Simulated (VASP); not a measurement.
# Si (P-6m2) in VASP: single point with LDA

Aim: the single point of Si with LDA.

Everything below comes from runs of VASP 6.6.1. Logs are shortened: lines on timing, memory, paths and dates and some standing lists are left out, and cuts for length are marked.

## Step 1: The cell of the first run

Symmetry: P-6m2, No. 187, hexagonal system. The conventional cell has a = 3.802 Å, b = 3.802 Å, c = 12.428 Å, α = 90.00°, β = 90.00°, γ = 120.00°. Si (site symmetry 3m) has 4 Si at 2.33 to 2.35 Å within 3.1 Å. Si (site symmetry 3m) has 4 Si at 2.33 to 2.35 Å within 3.1 Å. Si (site symmetry 3m) has 4 Si at 2.20 to 2.33 Å within 2.9 Å. Si (site symmetry 3m) has 4 Si at 2.33 to 2.35 Å within 3.1 Å.

## Step 2: Single point, LDA

INCAR

```
SYSTEM = Si
PREC = Accurate
ENCUT = 520
EDIFF = 1E-7
ISMEAR = 0
SIGMA = 0.03
LREAL = .FALSE.
LASPH = .TRUE.
NELM = 80
ALGO = Normal
ISIF = 2
LWAVE = .FALSE.
LCHARG = .TRUE.
GGA = CA
LELF = .TRUE.
LVHAR = .TRUE.
NBANDS = 26
```

KPOINTS

```
regular mesh
0
G
  10 10 3
  0 0 0
```

POSCAR

```
Si
1.0
   -3.8019754850      0.0000000000      0.0000000000
   -1.9009877425     -3.2926073546      0.0000000000
    0.0000000000      0.0000000000     12.4282403681
Si
8
Direct
    0.3333333333      0.3333333333      0.6644403337
    0.3333333333      0.3333333333      0.1584056902
    0.6666666667      0.6666666667      0.9174576555
    0.6666666667      0.6666666667      0.4114230120
    0.3333333333      0.3333333333      0.8536635968
    0.3333333333      0.3333333333      0.3476289533
    0.6666666667      0.6666666667      0.0946116315
    0.6666666667      0.6666666667      0.6006462750
```

Potentials or basis: VASP PAW LDA potentials, release 64 (Si).

Run with:

```sh
$ cat potpaw_LDA.64/Si/POTCAR > POTCAR
$ mpirun -np 1 vasp_std > vasp.out
```

OUTCAR:

```text
SYSTEM = Si
   PREC = Accurate
   ENCUT = 520
   EDIFF = 1E-7
   ISMEAR = 0
   LREAL = .FALSE.
   LASPH = .TRUE.
   NELM = 80
   ISIF = 2
   GGA = CA

 ion  position               nearest neighbor table
   1  0.333  0.333  0.664-   8 2.33   8 2.33   8 2.33   5 2.35
   2  0.333  0.333  0.158-   7 2.33   7 2.33   7 2.33   6 2.35
   3  0.667  0.667  0.917-   7 2.20   5 2.33   5 2.33   5 2.33
   4  0.667  0.667  0.411-   6 2.33   6 2.33   6 2.33   8 2.35
   5  0.333  0.333  0.854-   3 2.33   3 2.33   3 2.33   1 2.35
   6  0.333  0.333  0.348-   4 2.33   4 2.33   4 2.33   2 2.35
   7  0.667  0.667  0.095-   3 2.20   2 2.33   2 2.33   2 2.33
   8  0.667  0.667  0.601-   1 2.33   1 2.33   1 2.33   4 2.35

  LATTYP: Found a hexagonal cell.
 ALAT       =     3.8019754850
 C/A-ratio  =     3.2688901907

  Lattice vectors:

 A1 = (   1.9009877425,   3.2926073546,   0.0000000000)
 A2 = (  -3.8019754850,   0.0000000000,   0.0000000000)
 A3 = (   0.0000000000,   0.0000000000,  12.4282403681)

Analysis of symmetry for initial positions (statically):
=====================================================================
 Subroutine PRICEL returns:
 Original cell was already a primitive cell.

 Routine SETGRP: Setting up the symmetry group for a
 hexagonal supercell.

 Subroutine GETGRP returns: Found 12 space group operations
 (whereof  6 operations were pure point group operations)
 out of a pool of 24 trial point group operations.

The static configuration has the point symmetry C_3v.
 The point group associated with its full space group is D_3h.

Analysis of symmetry for dynamics (positions and initial velocities):
=====================================================================
 Subroutine PRICEL returns:
 Original cell was already a primitive cell.

 Routine SETGRP: Setting up the symmetry group for a
 hexagonal supercell.

 Subroutine GETGRP returns: Found 12 space group operations
 (whereof  6 operations were pure point group operations)
 out of a pool of 24 trial point group operations.

The dynamic configuration has the point symmetry C_3v.
 The point group associated with its full space group is D_3h.

 Subroutine INISYM returns: Found 12 space group operations
 (whereof  6 operations are pure point group operations),
 and found     1 'primitive' translations

----------------------------------------------------------------------------------------

                                     Primitive cell

  volume of cell :     155.5818

  direct lattice vectors                    reciprocal lattice vectors
    -3.801975485  0.000000000  0.000000000    -0.263021159  0.151855337  0.000000000
    -1.900987742 -3.292607355  0.000000000     0.000000000 -0.303710674  0.000000000
     0.000000000  0.000000000 12.428240368     0.000000000  0.000000000  0.080461913

  length of vectors
     3.801975485  3.801975485 12.428240368     0.303710674  0.303710674  0.080461913

  position of ions in fractional coordinates (direct lattice)
     0.333333333  0.333333333  0.664440334
     0.333333333  0.333333333  0.158405690
     0.666666667  0.666666667  0.917457656
     0.666666667  0.666666667  0.411423012
     0.333333333  0.333333333  0.853663597
     0.333333333  0.333333333  0.347628953
     0.666666667  0.666666667  0.094611632
     0.666666667  0.666666667  0.600646275

  ion indices of the primitive-cell ions
   primitive index   ion index
                 1           1
                 2           2
                 3           3
                 4           4
                 5           5
                 6           6
                 7           7
                 8           8

----------------------------------------------------------------------------------------

 KPOINTS: regular mesh

Automatic generation of k-mesh.
 Grid dimensions read from file:
 generate k-points for:   10   10    3

 Generating k-lattice:

  Cartesian coordinates                     Fractional coordinates (reciprocal lattice)
    -0.026302116  0.015185534  0.000000000     0.100000000 -0.000000000  0.000000000
     0.000000000 -0.030371067  0.000000000     0.000000000  0.100000000  0.000000000
     0.000000000  0.000000000  0.026820638     0.000000000  0.000000000  0.333333333

  Length of vectors
     0.030371067  0.030371067  0.026820638

  Shift w.r.t. Gamma in fractional coordinates (k-lattice)
     0.000000000  0.000000000  0.000000000

 Subroutine IBZKPT returns following result:
 ===========================================

 Found     28 irreducible k-points:

 Following reciprocal coordinates:
            Coordinates               Weight
  0.000000  0.000000  0.000000      1.000000
  0.100000  0.000000  0.000000      6.000000
  0.200000  0.000000  0.000000      6.000000
  0.300000 -0.000000  0.000000      6.000000
  0.400000 -0.000000  0.000000      6.000000
  0.500000 -0.000000  0.000000      3.000000
[... 16 lines left out ...]
  0.400000  0.100000  0.333333     24.000000
  0.500000  0.100000  0.333333     24.000000
 [... further k-points ...]
   k-points           NKPTS =     28   k-points in BZ     NKDIM =     28   number of bands    NBANDS=     26
   number of dos      NEDOS =    301   number of ions     NIONS =      8
   total plane-waves  NPLWV =  75264
   dimension x,y,z NGX =    28 NGY =   28 NGZ =   96
   dimension x,y,z NGXF=    56 NGYF=   56 NGZF=  192
   ions per type =               8
   NGX,Y,Z   is equivalent  to a cutoff of  12.24, 12.24, 12.84 a.u.
   NGXF,Y,Z  is equivalent  to a cutoff of  24.49, 24.49, 25.68 a.u.
 SYSTEM =  Si
   PREC   = accura    normal or accurate (medium, high low for compatibility)
   ISTART =      0    job   : 0-new  1-cont  2-samecut
   ICHARG =      2    charge: 1-file 2-atom 10-const
   ISPIN  =      1    spin polarized calculation?
   LNONCOLLINEAR =      F non collinear calculations
   LSORBIT =      F    spin-orbit coupling
   LASPH  =      T    aspherical Exc in radial PAW
   ENCUT  =  520.0 eV  38.22 Ry    6.18 a.u.   7.07  7.07 23.11*2*pi/ulx,y,z
   NELM   =     80;   NELMIN=  2; NELMDL= -5     # of ELM steps
   EDIFF  = 0.1E-06   stopping-criterion for ELM
   LREAL  =      F    real-space projection
   EDIFFG = 0.1E-05   stopping-criterion for IOM
   NSW    =      0    number of steps for IOM
   IBRION =     -1    ionic relax: 0-MD 1-quasi-New 2-CG
   NFREE  =      0    steps in history (QN), initial steepest desc. (CG)
   ISIF   =      2    stress and relaxation
   ISYM   =      2    0-nonsym 1-usesym 2-fastsym
   POTIM  = 0.5000    time-step for ionic-motion
   TEBEG  =    0.0;   TEEND  =   0.0 temperature during run
   PSTRESS=    0.0 pullay stress
   NELECT =      32.0000    total number of electrons
   NUPDOWN=      -1.0000    fix difference up-down
   EMIN   =  10.00;   EMAX   =-10.00  energy-range for DOS
   EFERMI =   0.00;   METHOD = LEGACY
   ISMEAR =     0;   SIGMA  =   0.03  broadening in eV -4-tet -1-fermi 0-gaus
   EFERMI_NEDOS =   21; number of points for ismear=-14 and -15
   IALGO  =     38    algorithm
   IMIX   =      4    mixing-type and parameters
     AMIX     =   0.40;   BMIX     =  1.00
     AMIX_MAG =   1.60;   BMIX_MAG =  1.00
  volume/ion in A,a.u.               =      19.45       131.24
  Fermi-wavevector in a.u.,A,eV,Ry     =   0.966359  1.826154 12.705798  0.933850
  Thomas-Fermi vector in A             =   2.096154
   LORBIT       =      0    0 simple, 1 ext, 2 COOP (PROOUT), +10 PAW based schemes
   GGA     = CA    functional components
   LHFCALC =     F    Hartree Fock is set to
   AEXX    =    0.0000 exact exchange contribution
   IVDW    =     0    specifies the selected vdW correction
   LEPSILON=     F    determine dielectric tensor
   LRPA    =     F    only Hartree local field effects (RPA)
 non-spin polarized calculation
 Gauss-broadening in eV      SIGMA  =   0.03
  energy-cutoff  :      520.00
  volume of cell :      155.58
 maximum number of plane-waves:      4211
   NGX = 15   NGY = 15   NGZ = 47

 number of electron      31.9999998 magnetization

 Free energy of the ion-electron system (eV)
  ---------------------------------------------------
  ext. energy  EPLUGINS =         0.00000000
  ---------------------------------------------------
  free energy    TOTEN  =       -47.47601546 eV

  energy without entropy =      -47.47601517  energy(sigma->0) =      -47.47601532

 E-fermi :   6.4493     XC(G=0):  -9.7095

 val. band max:        6.3717860610   @ k =   0.0000   0.0000   0.0000
 cond. band min:       6.5290095664   @ k =   0.5000  -0.0000   0.0000
 fundamental gap:      0.1572235054
 Fermi energy:         6.4493079233

 k-point     1 :       0.0000    0.0000    0.0000
  band No.  band energies     occupation
      1      -6.1337      2.00000
      2      -5.3419      2.00000
      3      -5.1931      2.00000
      4      -3.6289      2.00000
      5      -1.1351      2.00000
      6       1.9392      2.00000
[... 18 lines left out ...]
     25       9.3052      0.00000
     26       9.3052      0.00000

 k-point     2 :       0.1000    0.0000    0.0000
  band No.  band energies     occupation
      1      -6.0155      2.00000
      2      -5.2248      2.00000
      3      -5.0755      2.00000
      4      -3.5082      2.00000
      5      -1.0700      2.00000
      6       1.9384      2.00000
[... 18 lines left out ...]
     25       9.6055      0.00000
     26       9.7350      0.00000

 k-point     3 :       0.2000    0.0000    0.0000
  band No.  band energies     occupation
      1      -5.6655      2.00000
      2      -4.8787      2.00000
      3      -4.7277      2.00000
      4      -3.1498      2.00000
      5      -0.9355      2.00000
      6       1.6629      2.00000
[... 18 lines left out ...]
     25      10.2753      0.00000
     26      10.5957      0.00000

 k-point     4 :       0.3000   -0.0000    0.0000
  band No.  band energies     occupation
      1      -5.1024      2.00000
      2      -4.3260      2.00000
      3      -4.1713      2.00000
      4      -2.5690      2.00000
      5      -1.0402      2.00000
      6       0.6436      2.00000
[... 18 lines left out ...]
     25       9.9209      0.00000
     26      11.5225      0.00000

 k-point     5 :       0.4000   -0.0000    0.0000
  band No.  band energies     occupation
      1      -4.3930      2.00000
      2      -3.6473      2.00000
      3      -3.4847      2.00000
      4      -1.8241      2.00000
      5      -1.7494      2.00000
      6      -0.5248      2.00000
[... 18 lines left out ...]
     25      10.5652      0.00000
     26      11.8314      0.00000

 k-point     6 :       0.5000   -0.0000    0.0000
  band No.  band energies     occupation
      1      -3.9150      2.00000
      2      -3.2255      2.00000
      3      -3.0513      2.00000
      4      -2.3086      2.00000
      5      -1.3022      2.00000
      6      -1.1327      2.00000
[... 427 lines left out ...]
 k-point    21 :       0.2000    0.1000    0.3333
  band No.  band energies     occupation
      1      -5.7041      2.00000
      2      -5.3577      2.00000
      3      -4.3156      2.00000
      4      -3.6424      2.00000
      5      -0.4440      2.00000
      6       0.6776      2.00000
[... 18 lines left out ...]
     25      10.2570      0.00000
     26      10.3579      0.00000

 k-point    22 :       0.3000    0.1000    0.3333
  band No.  band energies     occupation
      1      -5.2472      2.00000
      2      -4.9006      2.00000
      3      -3.8664      2.00000
      4      -3.1881      2.00000
      5      -0.4592      2.00000
      6       0.4204      2.00000
[... 18 lines left out ...]
     25      10.5251      0.00000
     26      10.9301      0.00000

 k-point    23 :       0.4000    0.1000    0.3333
  band No.  band energies     occupation
      1      -4.6012      2.00000
      2      -4.2554      2.00000
      3      -3.2492      2.00000
      4      -2.5717      2.00000
      5      -1.0028      2.00000
      6      -0.4514      2.00000
[... 18 lines left out ...]
     25      10.4071      0.00000
     26      11.4781      0.00000

 k-point    24 :       0.5000    0.1000    0.3333
  band No.  band energies     occupation
      1      -3.9151      2.00000
      2      -3.5732      2.00000
      3      -2.7043      2.00000
      4      -2.2577      2.00000
      5      -1.4490      2.00000
      6      -1.2545      2.00000
[... 18 lines left out ...]
     25      10.0707      0.00000
     26      10.8860      0.00000

 [... further k-points ...]
[... 5 lines left out ...]
  --------------------------------------------------------------------------------------
  -------------------------------------------------------------------------------------
  Total        0.0681187      0.0681187      4.3049545      0.0000000     -0.0000000      0.0000000
  in kB        0.7014847      0.7014847     44.3322986      0.0000000     -0.0000000      0.0000000
  external PRESSURE =      15.2450894 kB  Pullay stress =       0.0000000 kB

 VOLUME and BASIS-vectors are now :
 -----------------------------------------------------------------------------
  energy-cutoff  :      520.00
  volume of cell :      155.58
      direct lattice vectors                 reciprocal lattice vectors
    -3.801975485  0.000000000  0.000000000    -0.263021159  0.151855337  0.000000000
    -1.900987742 -3.292607355  0.000000000     0.000000000 -0.303710674  0.000000000
     0.000000000  0.000000000 12.428240368     0.000000000  0.000000000  0.080461913

 POSITION                                       TOTAL-FORCE (eV/Angst)
 -----------------------------------------------------------------------------------
     -1.90099     -1.09754      8.25782        -0.000000     -0.000000      0.005581
     -1.90099     -1.09754      1.96870        -0.000000     -0.000000      0.180430
     -3.80198     -2.19507     11.40238         0.000000      0.000000     -1.622723
     -3.80198     -2.19507      5.11326         0.000000     -0.000000      0.003310
     -1.90099     -1.09754     10.60954        -0.000000     -0.000000     -0.180430
     -1.90099     -1.09754      4.32042        -0.000000     -0.000000     -0.005581
     -3.80198     -2.19507      1.17586         0.000000      0.000000      1.622723
     -3.80198     -2.19507      7.46498         0.000000     -0.000000     -0.003310
 -----------------------------------------------------------------------------------
    total drift:                               -0.000000     -0.000000     -0.000008

  FREE ENERGIE OF THE ION-ELECTRON SYSTEM (eV)
  ---------------------------------------------------
  free  energy   TOTEN  =       -47.4760154622 eV

  energy  without entropy=      -47.4760151745  energy(sigma->0) =      -47.47601532
```

Wall time 48 s (1 thread of Intel Xeon 6975P-C (Granite Rapids), shared host); peak memory 0.24 GiB.

What came out:

```
Free energy            : -47.4760 eV
Pressure               : 1.5 GPa
Largest force          : 1.623 eV/Å
Band gap on the k mesh : 0.16 eV
```

Forces in eV/Å, atoms in the order of the input:
```
Si   0.000  0.000  0.006
Si   0.000  0.000  0.180
Si   0.000  0.000 -1.623
Si   0.000  0.000  0.003
Si   0.000  0.000 -0.180
Si   0.000  0.000 -0.006
Si   0.000  0.000  1.623
Si   0.000  0.000 -0.003
```

Levels at points of the mesh, in eV from the valence-band top:
| k point | band 12 | band 13 | band 14 | band 15 | band 16 | band 17 | band 18 | band 19 | band 20 | band 21 |
| --- | --- | --- | --- | --- | --- | --- | --- | --- | --- | --- |
| (0.00, 0.00, 0.00) | -0.96 | -0.96 | -0.45 | 0.00 | 0.00 | 0.86 | 1.63 | 1.78 | 1.82 | 1.82 |
| (0.50, 0.00, 0.00) | -2.62 | -2.60 | -2.49 | -2.47 | -1.46 | 0.16 | 0.71 | 0.83 | 1.46 | 1.64 |

Caveat: forces of over 1 eV/Å act on the atoms, so gaps and moduli don't describe the material at rest. A k mesh can miss the band edges.
